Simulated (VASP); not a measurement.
Crystal: ZnCu.

```
Zn Cu
1.0
     2.98375    0.00000    0.00000
     0.00000    2.98375    0.00000
     0.00000    0.00000    2.98375
Zn Cu
1 1
Direct
  0.50000 0.50000 0.50000
  0.00000 0.00000 0.00000
```

Program: VASP 6.6.1. Alike in all runs: task single point; no spin polarisation; cell as given; k mesh 9 × 9 × 9; cutoff (eV) 520; smearing fermi-dirac 0.05 eV.

Order these runs on this cell by their pressure, lowest first.
A. level PBE; potentials or basis VASP PAW PBE potentials, release 64 (Zn, Cu)
B. level LDA; potentials or basis VASP PAW LDA potentials, release 64 (Zn, Cu)
C. level PBEsol; potentials or basis VASP PAW PBE potentials, release 64 (Zn, Cu)

B (-12.3 GPa), C (-7.5 GPa), A (-1.5 GPa).

Caveats: the PAW data sets were made with another functional, which shifts forces and pressure a little (some runs).
